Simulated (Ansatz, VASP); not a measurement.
**One calculation of SnSe2, two programs**

```
Sn Se
1.0
     1.89501    1.09409    6.02691
    -1.89501    1.09409    6.02691
     0.00000   -2.18817    6.02691
Sn Se
1 2
Direct
  0.99977 0.99977 0.99977
  0.42787 0.42787 0.42787
  0.23902 0.23902 0.23902
```

Alike in both runs: task single point; functional PBE; k mesh 6 × 6 × 6; occupations fermi-dirac, width 0.02 eV; no spin polarisation.

```csv
,VASP,Ansatz
version,VASP 6.6.1,Ansatz 0.2.0
potentials or method,"VASP PAW PBE potentials, release 64 (Sn_d, Se)","plane waves, PAW"
plane-wave cutoff (eV),520,420
valence electrons in the cell,26,46
```

Ansatz gave:

* pressure (GPa): 2.7
* traceless stress, the component that is largest in VASP (GPa): -0.90
* rms of the force components (eV/Å): 0.145

Problem. Estimate VASP's values.

Solution. Pressure (GPa): 2.8; traceless stress, the component that is largest in VASP (GPa): -0.90; rms of the force components (eV/Å): 0.152.

Atom by atom the forces differ by 0.007 eV/Å (rms over components). VASP's potentials hold 26 valence electrons a cell and Ansatz's 46, so a difference there can come from the potentials and not from the codes.
